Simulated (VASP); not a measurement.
# Na (Fmmm) in VASP: notebook, part 2 of 2

VASP 6.6.1. The steps go on from the part before.

**3. Single point, PBE**

This run uses another cell than the first one, of 39.74 Å³/atom.

Input file INCAR:

```
  PREC = Accurate
  ENCUT = 520
  EDIFF = 1E-6
  ISMEAR = 0
  SIGMA = 0.1
  LREAL = False
  LASPH = True
  NELM = 60
  ALGO = Normal
  ISIF = 2
  LWAVE = False
  LCHARG = False
  GGA = PE
  NBANDS = 14
```

Input file KPOINTS:

```
regular mesh
0
Gamma
  6 6 6
```

Input file POSCAR:

```
Na
1.0
    0.0000000000      3.5231757358      5.5456475616
    2.0340666684      0.0000000000      5.5456475616
    2.0340666684      3.5231757358      0.0000000000
Na
2
Direct
    0.1666700000      0.8333300000      0.1666700000
    0.8333300000      0.1666700000      0.8333300000
```

Potentials or basis: VASP PAW PBE potentials, release 64 (Na_pv).

Command:

```sh
$ cat potpaw_PBE.64/Na_pv/POTCAR > POTCAR
$ mpirun -np 1 vasp_std > vasp.out
```

OUTCAR:

```text
PREC = Accurate
   ENCUT = 520
   EDIFF = 1E-6
   ISMEAR = 0
   LREAL = False
   LASPH = True
   NELM = 60
   ISIF = 2
   GGA = PE

 ion  position               nearest neighbor table
   1  0.167  0.833  0.167-   2 2.35   2 2.35   2 2.35
   2  0.833  0.167  0.833-   1 2.35   1 2.35   1 2.35

  LATTYP: Found a face centered orthorhombic cell.
 ALAT       =     4.0681333368
 B/A-ratio  =     1.7320846905
 C/A-ratio  =     2.7263843648

  Lattice vectors:

 A1 = (   0.0000000000,   3.5231757358,   5.5456475616)
 A2 = (   2.0340666684,   0.0000000000,   5.5456475616)
 A3 = (   2.0340666684,   3.5231757358,   0.0000000000)

Analysis of symmetry for initial positions (statically):
=====================================================================
 Subroutine PRICEL returns:
 Original cell was already a primitive cell.

 Routine SETGRP: Setting up the symmetry group for a
 face centered orthorhombic supercell.

 Subroutine GETGRP returns: Found  8 space group operations
 (whereof  8 operations were pure point group operations)
 out of a pool of  8 trial point group operations.

The static configuration has the point symmetry D_2h.

Analysis of symmetry for dynamics (positions and initial velocities):
=====================================================================
 Subroutine PRICEL returns:
 Original cell was already a primitive cell.

 Routine SETGRP: Setting up the symmetry group for a
 face centered orthorhombic supercell.

 Subroutine GETGRP returns: Found  8 space group operations
 (whereof  8 operations were pure point group operations)
 out of a pool of  8 trial point group operations.

The dynamic configuration has the point symmetry D_2h.

 Subroutine INISYM returns: Found  8 space group operations
 (whereof  8 operations are pure point group operations),
 and found     1 'primitive' translations

----------------------------------------------------------------------------------------

                                     Primitive cell

  volume of cell :      79.4844

  direct lattice vectors                    reciprocal lattice vectors
     0.000000000  3.523175736  5.545647562    -0.245812985  0.141917417  0.090160796
     2.034066668  0.000000000  5.545647562     0.245812985 -0.141917417  0.090160796
     2.034066668  3.523175736  0.000000000     0.245812985  0.141917417 -0.090160796

  length of vectors
     6.570157848  5.906914092  4.068193024     0.297814617  0.297814617  0.297814617

  position of ions in fractional coordinates (direct lattice)
     0.166670000  0.833330000  0.166670000
     0.833330000  0.166670000  0.833330000

  ion indices of the primitive-cell ions
   primitive index   ion index
                 1           1
                 2           2

----------------------------------------------------------------------------------------

 KPOINTS: regular mesh

Automatic generation of k-mesh.
 Grid dimensions read from file:
 generate k-points for:    6    6    6

 Generating k-lattice:

  Cartesian coordinates                     Fractional coordinates (reciprocal lattice)
    -0.040968831  0.023652903  0.015026799     0.166666667 -0.000000000  0.000000000
[... 40 lines left out ...]
 [... further k-points ...]
   k-points           NKPTS =     46   k-points in BZ     NKDIM =     46   number of bands    NBANDS=     14
   number of dos      NEDOS =    301   number of ions     NIONS =      2
   total plane-waves  NPLWV =  72000
   dimension x,y,z NGX =    50 NGY =   48 NGZ =   30
   dimension x,y,z NGXF=   100 NGYF=   96 NGZF=   60
   ions per type =               2
   NGX,Y,Z   is equivalent  to a cutoff of  12.65, 13.51, 12.26 a.u.
   NGXF,Y,Z  is equivalent  to a cutoff of  25.30, 27.02, 24.52 a.u.
 SYSTEM =  unknown system
   PREC   = accura    normal or accurate (medium, high low for compatibility)
   ISTART =      0    job   : 0-new  1-cont  2-samecut
   ICHARG =      2    charge: 1-file 2-atom 10-const
   ISPIN  =      1    spin polarized calculation?
   LNONCOLLINEAR =      F non collinear calculations
   LSORBIT =      F    spin-orbit coupling
   LASPH  =      T    aspherical Exc in radial PAW
   ENCUT  =  520.0 eV  38.22 Ry    6.18 a.u.  12.22 10.98  7.56*2*pi/ulx,y,z
   NELM   =     60;   NELMIN=  2; NELMDL= -5     # of ELM steps
   EDIFF  = 0.1E-05   stopping-criterion for ELM
   LREAL  =      F    real-space projection
   EDIFFG = 0.1E-04   stopping-criterion for IOM
   NSW    =      0    number of steps for IOM
   IBRION =     -1    ionic relax: 0-MD 1-quasi-New 2-CG
   NFREE  =      0    steps in history (QN), initial steepest desc. (CG)
   ISIF   =      2    stress and relaxation
   ISYM   =      2    0-nonsym 1-usesym 2-fastsym
   POTIM  = 0.5000    time-step for ionic-motion
   TEBEG  =    0.0;   TEEND  =   0.0 temperature during run
   PSTRESS=    0.0 pullay stress
   NELECT =      14.0000    total number of electrons
   NUPDOWN=      -1.0000    fix difference up-down
   EMIN   =  10.00;   EMAX   =-10.00  energy-range for DOS
   EFERMI =   0.00;   METHOD = LEGACY
   ISMEAR =     0;   SIGMA  =   0.10  broadening in eV -4-tet -1-fermi 0-gaus
   EFERMI_NEDOS =   21; number of points for ismear=-14 and -15
   IALGO  =     38    algorithm
   IMIX   =      4    mixing-type and parameters
     AMIX     =   0.40;   BMIX     =  1.00
     AMIX_MAG =   1.60;   BMIX_MAG =  1.00
  volume/ion in A,a.u.               =      39.74       268.19
  Fermi-wavevector in a.u.,A,eV,Ry     =   0.917678  1.734160 11.457911  0.842133
  Thomas-Fermi vector in A             =   2.042674
   LORBIT       =      0    0 simple, 1 ext, 2 COOP (PROOUT), +10 PAW based schemes
   GGA     = PE    functional components
   LHFCALC =     F    Hartree Fock is set to
   AEXX    =    0.0000 exact exchange contribution
   IVDW    =     0    specifies the selected vdW correction
   LEPSILON=     F    determine dielectric tensor
   LRPA    =     F    only Hartree local field effects (RPA)
 non-spin polarized calculation
 Gauss-broadening in eV      SIGMA  =   0.10
  energy-cutoff  :      520.00
  volume of cell :       79.48
 maximum number of plane-waves:      2159
 NGX is ok and might be reduce to    50
   NGX = 25   NGY = 21   NGZ = 15

 number of electron      13.9999997 magnetization

 Free energy of the ion-electron system (eV)
  ---------------------------------------------------
  ext. energy  EPLUGINS =         0.00000000
  ---------------------------------------------------
  free energy    TOTEN  =        -0.33852680 eV

  energy without entropy =       -0.33623434  energy(sigma->0) =       -0.33738057

 E-fermi :   0.1007     XC(G=0):  -6.0071

 val. band max:        0.0067857643   @ k =   0.5000  -0.0000   0.0000
 cond. band min:       0.1150714802   @ k =   0.5000   0.3333   0.1667
 fundamental gap:      0.1082857159
 Fermi energy:         0.1007259826

 k-point     1 :       0.0000    0.0000    0.0000
  band No.  band energies     occupation
      1     -26.4544      2.00000
      2     -26.4534      2.00000
      3     -26.1373      2.00000
      4     -25.9337      2.00000
      5     -25.8624      2.00000
      6     -25.8614      2.00000
      7      -3.0615      2.00000
      8       1.6356      0.00000
      9       2.8591      0.00000
     10       7.5683      0.00000
     11       7.7345      0.00000
     12       8.0923      0.00000
     13       8.3317      0.00000
     14      10.1802      0.00000
[... 377 lines left out ...]
      1     -26.4717      2.00000
      2     -26.4301      2.00000
      3     -26.1252      2.00000
      4     -25.9456      2.00000
      5     -25.8919      2.00000
      6     -25.8432      2.00000
      7      -2.3538      2.00000
      8       0.1151      0.83923
      9       5.1809      0.00000
     10       6.2314      0.00000
     11       6.4820      0.00000
     12       7.5843      0.00000
     13       7.7843      0.00000
     14       9.6440      0.00000

 [... further k-points ...]

------------------------ aborting loop because EDIFF is reached ----------------------------------------

  FORCE on cell =-STRESS in cart. coord.  units (eV):
  Direction    XX          YY          ZZ          XY          YZ          ZX
  --------------------------------------------------------------------------------------
  -------------------------------------------------------------------------------------
  Total        4.8434811      4.7370135     -0.6088003     -0.0000000      0.0000000      0.0000000
  in kB       97.6307085     95.4846266    -12.2716709     -0.0000000      0.0000000      0.0000000
  external PRESSURE =      60.2812214 kB  Pullay stress =       0.0000000 kB

 VOLUME and BASIS-vectors are now :
 -----------------------------------------------------------------------------
  energy-cutoff  :      520.00
  volume of cell :       79.48
      direct lattice vectors                 reciprocal lattice vectors
     0.000000000  3.523175736  5.545647562    -0.245812985  0.141917417  0.090160796
     2.034066668  0.000000000  5.545647562     0.245812985 -0.141917417  0.090160796
     2.034066668  3.523175736  0.000000000     0.245812985  0.141917417 -0.090160796

 POSITION                                       TOTAL-FORCE (eV/Angst)
 -----------------------------------------------------------------------------------
      2.03407      1.17442      5.54565         0.000000     -0.007583      0.000000
      2.03407      5.87194      5.54565         0.000000      0.007583      0.000000
 -----------------------------------------------------------------------------------
    total drift:                               -0.000000     -0.000000     -0.000000

  FREE ENERGIE OF THE ION-ELECTRON SYSTEM (eV)
  ---------------------------------------------------
  free  energy   TOTEN  =        -0.3385267994 eV

  energy  without entropy=       -0.3362343435  energy(sigma->0) =       -0.33738057
```

OSZICAR:

```text
N       E                     dE             d eps       ncg     rms          rms(c)
DAV:   1     0.989965111893E+02    0.98997E+02   -0.77401E+03  1296   0.945E+02
DAV:   2     0.363442167974E+01   -0.95362E+02   -0.94331E+02  1336   0.276E+02
DAV:   3    -0.311514821550E+00   -0.39459E+01   -0.39426E+01  1600   0.652E+01
DAV:   4    -0.374377914995E+00   -0.62863E-01   -0.62858E-01  1462   0.863E+00
DAV:   5    -0.375907446901E+00   -0.15295E-02   -0.15295E-02  1642   0.135E+00    0.799E-01
DAV:   6    -0.356559089485E+00    0.19348E-01   -0.33425E-03  1510   0.515E-01    0.520E-01
DAV:   7    -0.338213583414E+00    0.18346E-01   -0.18945E-02  1468   0.785E-01    0.579E-02
DAV:   8    -0.338471611142E+00   -0.25803E-03   -0.17448E-03  1468   0.292E-01    0.300E-02
DAV:   9    -0.338530353164E+00   -0.58742E-04   -0.23522E-04  1516   0.657E-02    0.117E-02
DAV:  10    -0.338524870024E+00    0.54831E-05   -0.20386E-05  1546   0.361E-02    0.197E-03
DAV:  11    -0.338526233619E+00   -0.13636E-05   -0.10744E-06  1516   0.599E-03    0.143E-03
DAV:  12    -0.338526799410E+00   -0.56579E-06   -0.40942E-07  1460   0.409E-03
   1 F= -.33852680E+00 E0= -.33738057E+00  d E =-.229246E-02
```

It took 29 s on 1 thread of Intel Xeon 6975P-C (Granite Rapids), shared host; peak memory 0.24 GiB.

Results:

- Free energy: -0.3385 eV
- Pressure: 6.0 GPa
- Largest force: 0.008 eV/Å
- Band gap on the k mesh: zero (bands 7 and 8 overlap by 1.37 eV)

Forces in eV/Å, atoms in the order of the input:
```
Na   0.000 -0.008  0.000
Na   0.000  0.008  0.000
```

Levels at points of the mesh, in eV from the Fermi level:
```csv
k point,band 5,band 6,band 7,band 8,band 9,band 10
"(0.00, 0.00, 0.00)",-25.96,-25.96,-3.16,1.53,2.76,7.47
"(0.50, 0.00, 0.00)",-26.10,-25.90,-0.09,0.35,2.90,3.08
"(0.50, 0.50, 0.00)",-25.96,-25.96,-2.63,-0.73,7.29,7.40
"(0.50, 0.00, 0.50)",-26.10,-25.89,-0.27,0.09,4.24,4.24
"(0.00, 0.50, 0.50)",-26.10,-25.89,0.17,0.75,2.08,2.22
```

Caveat: the stress differs along the axes, from -1 to 10 GPa.

**4. Relaxation of cell and atoms, PBE**

This run uses another cell than the first one, of 39.74 Å³/atom.

Input file INCAR:

```
SYSTEM = Na
PREC     = Accurate       ! precision mode
ENCUT    = 600            ! plane-wave cutoff, eV
EDIFF    = 1E-6           ! SCF threshold, eV
ISMEAR   = 0              ! smearing method
SIGMA    = 0.1            ! smearing width, eV
LREAL    = .False.        ! projectors in reciprocal space
LASPH    = .True.         ! aspherical terms in the spheres
NELM     = 100            ! most SCF steps
ALGO     = Normal         ! electronic algorithm
ISIF     = 3              ! what is computed and relaxed
LWAVE    = .False.        ! write WAVECAR
LCHARG   = .False.        ! write CHGCAR
GGA      = PE             ! functional
IBRION   = 2              ! ionic algorithm
NSW      = 90             ! ionic steps
EDIFFG   = -0.04          ! ionic threshold
```

Input file KPOINTS:

```
Automatic mesh
0
Gamma
  6 6 6
  0 0 0
```

POSCAR is that of step 3.

Command:

```sh
$ cat potpaw_PBE.64/Na_pv/POTCAR > POTCAR
$ mpirun -np 1 vasp_std > vasp.out
```

Wall time 8.6 min (1 thread of Intel Xeon 6975P-C (Granite Rapids), shared host); peak memory 0.31 GiB.

Results (log left out):

```yaml
Free_energy: -2.4163 eV
Relaxed_volume: 34.63 Å³/atom
Relaxed_cell: a = 6.115 Å, b = 3.587 Å, c = 6.481 Å, α = 67.92°, β = 32.92°, γ = 79.16°
Space_group_after_relaxing_to_0.1_Å: Fmmm (No. 69)
Pressure_after_relaxing: 0.1 GPa
Largest_force_after_relaxing: 0.023 eV/Å
Band_gap_on_the_k_mesh: zero (bands 7 and 8 overlap by 3.67 eV)
```

Forces in eV/Å, atoms in the order of the input:
```
Na   0.000  0.023  0.000
Na   0.000 -0.023  0.000
```

Stress tensor (GPa, compression positive):
```
-0.07  0.00  0.00
 0.00  0.16  0.00
 0.00  0.00  0.10
```

Final structure:
```cif
data_structure
_symmetry_space_group_name_H-M 'P 1'
_symmetry_Int_Tables_number 1
_cell_length_a 6.1152
_cell_length_b 3.5866
_cell_length_c 6.4813
_cell_angle_alpha 67.922
_cell_angle_beta 32.921
_cell_angle_gamma 79.157
_cell_volume 69.26
loop_
_atom_site_label
_atom_site_type_symbol
_atom_site_fract_x
_atom_site_fract_y
_atom_site_fract_z
_atom_site_occupancy
Na1 Na 0.13379 0.86621 0.13379 1
Na2 Na 0.86621 0.13379 0.86621 1
```

Levels at points of the mesh, in eV from the Fermi level:
```tsv
k point	band 3	band 4	band 5	band 6	band 7	band 8	band 9	band 10	band 11
(0.00, 0.00, 0.00)	-24.95	-24.95	-24.94	-24.94	-3.42	0.83	1.39	9.43	9.89
(0.50, 0.00, 0.00)	-24.97	-24.96	-24.94	-24.94	0.12	0.31	2.21	2.63	6.56
(0.50, 0.50, 0.00)	-24.98	-24.98	-24.96	-24.95	1.51	1.81	2.19	2.37	5.62
(0.50, 0.00, 0.50)	-24.96	-24.94	-24.94	-24.94	-2.39	-2.13	6.16	6.48	8.54
(0.00, 0.50, 0.50)	-24.97	-24.97	-24.96	-24.93	0.63	1.15	4.55	4.95	5.06
```

Caveat: a cell axis changed by over 15 % at a fixed basis, so the end point is rough.

**5. Single point, PBE**

This run uses another cell than the first one, of 37.89 Å³/atom.

Input file INCAR:

```
PREC = Accurate
ENCUT = 520
EDIFF = 1E-6
ISMEAR = 0
SIGMA = 0.1
LREAL = F
LASPH = T
NELM = 60
ALGO = Fast
ISIF = 2
LWAVE = F
LCHARG = F
GGA = PE
NBANDS = 14
```

Input file KPOINTS:

```
Automatic mesh
0
Gamma
  18 18 18
```

Input file POSCAR:

```
Na
1.0
    0.0000000000      3.0997060062      6.5042209788
    1.8792998388      0.0000000000      6.5042209788
    1.8792998388      3.0997060062      0.0000000000
Na
2
Direct
    0.8684346466      0.8684346466      0.1315653534
    0.1315653534      0.1315653534      0.8684346466
```

Command:

```sh
$ cat potpaw_PBE.64/Na_pv/POTCAR > POTCAR
$ mpirun -np 1 vasp_std > vasp.out
```

It took 9.5 min on 1 thread of Intel Xeon 6975P-C (Granite Rapids), shared host; peak memory 0.77 GiB.

The run converged. Its results:

```yaml
Free_energy: -2.5525 eV
Pressure: 0.0 GPa
Band_gap_on_the_k_mesh: zero (bands 7 and 8 overlap by 3.92 eV)
```

Levels at points of the mesh, in eV from the Fermi level:
| k point | band 5 | band 6 | band 7 | band 8 | band 9 | band 10 |
| --- | --- | --- | --- | --- | --- | --- |
| (0.00, 0.00, 0.00) | -24.97 | -24.97 | -3.25 | 0.21 | 0.46 | 9.50 |
| (0.50, 0.00, 0.00) | -24.98 | -24.98 | 0.49 | 0.72 | 2.18 | 2.56 |
| (0.50, 0.50, 0.00) | -24.97 | -24.97 | -2.44 | -2.22 | 4.56 | 4.57 |
| (0.50, 0.00, 0.50) | -24.98 | -24.97 | 0.49 | 0.88 | 3.80 | 3.80 |
| (0.00, 0.50, 0.50) | -24.99 | -24.98 | 1.20 | 1.43 | 1.69 | 1.87 |

**6. Summary**

```tsv
task	cell	k mesh	cutoff (eV)	gap on the mesh (eV)	pressure (GPa)	largest force (eV/Å)
single point	a = 6.635, b = 3.577, c = 7.002 Å, angles 69.2, 30.3, 80.6°, 2 atoms, atomic positions A	6 × 6 × 6	520	none	0.2	-
single point	a = 6.570, b = 5.907, c = 4.068 Å, angles 80.1, 62.3, 37.6°, 2 atoms, atomic positions B	6 × 6 × 6	520	none	6.0	0.01
relaxation of cell and atoms	relaxed from a = 6.570, b = 5.907, c = 4.068 Å, angles 80.1, 62.3, 37.6°, 2 atoms, atomic positions B	6 × 6 × 6	600	none	0.1	0.02
single point	a = 7.205, b = 6.770, c = 3.625 Å, angles 81.7, 68.4, 29.9°, 2 atoms, atomic positions C	18 × 18 × 18	520	none	0.0	-
```

Alike in all rows: level PBE; potentials or basis VASP PAW PBE potentials, release 64 (Na_pv); no spin polarisation; smearing gaussian 0.1 eV.

Caveats: the stress differs along the axes, from -1 to 10 GPa (at least some runs); a cell axis changed by over 15 % at a fixed basis, so the end point is rough (at least some runs).

Total energies depend on the potentials used, so only differences within one code and one set of settings carry meaning.

The gap in the log of VASP goes by the Fermi energy; the results here count the filled bands.